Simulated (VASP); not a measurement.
Wanted: the native input for a VASP 6.6.1 run.

| Item | Value |
| --- | --- |
| Task | single point |
| Functional | r2SCAN |
| Potentials or basis | VASP PAW PBE potentials, release 64 (Al, P) |
| Cutoff | 550 eV |
| k mesh | 4 × 4 × 4 |
| Occupations | gaussian, width 0.01 eV |
| Spin | no spin polarisation |
| Dipole correction | no |
| Further INCAR settings | ALGO = Normal; EDIFF = 1e-06; NBANDS = 11 |

AlP:

```
CELL_PARAMETERS angstrom
0.00000 2.73926 2.73926
2.73926 0.00000 2.73926
2.73926 2.73926 0.00000
ATOMIC_POSITIONS crystal
Al 0.00000 0.00000 0.00000
P 0.25000 0.25000 0.25000
```

These files were run (other wordings do the same):

POSCAR

```
AlP
1.0
    0.0000000000      2.7392607952      2.7392607952
    2.7392607952      0.0000000000      2.7392607952
    2.7392607952      2.7392607952      0.0000000000
Al P
1 1
Direct
    0.0000000000      0.0000000000      0.0000000000
    0.2500000000      0.2500000000      0.2500000000
```

INCAR.step1

```
SYSTEM = AlP
PREC = Accurate
ENCUT = 550
ISMEAR = 0
SIGMA = 0.01
LREAL = .FALSE.
LASPH = .TRUE.
NELM = 120
NBANDS = 11
GGA = PE
ALGO = Normal
EDIFF = 1E-5
LWAVE = .TRUE.
LCHARG = .FALSE.
GGA_COMPAT = .FALSE.
```

INCAR.step2

```
SYSTEM = AlP
PREC = Accurate
ENCUT = 550
EDIFF = 1E-6
ISMEAR = 0
SIGMA = 0.01
LREAL = .FALSE.
LASPH = .TRUE.
NELM = 120
ALGO = Normal
ISIF = 2
LWAVE = .FALSE.
LCHARG = .FALSE.
METAGGA = R2SCAN
LMIXTAU = .TRUE.
NBANDS = 11
ISTART = 1
GGA_COMPAT = .FALSE.
```

KPOINTS

```
regular mesh
0
G
  4 4 4
  0 0 0
```

Potentials or basis: VASP PAW PBE potentials, release 64 (Al, P).

Command:

```sh
$ cat potpaw_PBE.64/Al/POTCAR potpaw_PBE.64/P/POTCAR > POTCAR
$ cp INCAR.step1 INCAR
$ mpirun -np 1 vasp_std > vasp.out
$ cp INCAR.step2 INCAR
$ mpirun -np 1 vasp_std > vasp.out
```

It gave:

```json
{
 "Pressure": "0.1 GPa",
 "Band gap on the k mesh": "1.91 eV, indirect (least direct gap 3.91 eV)"
}
```

Caveat: the k points lie up to 0.50 Å⁻¹ apart; the PAW data sets were made with another functional, which shifts forces and pressure a little.

Wall time 28 s on 1 thread of AMD EPYC 7R43 64-Core Processor (Zen 3), with other jobs on the host, peak memory 0.12 GiB.
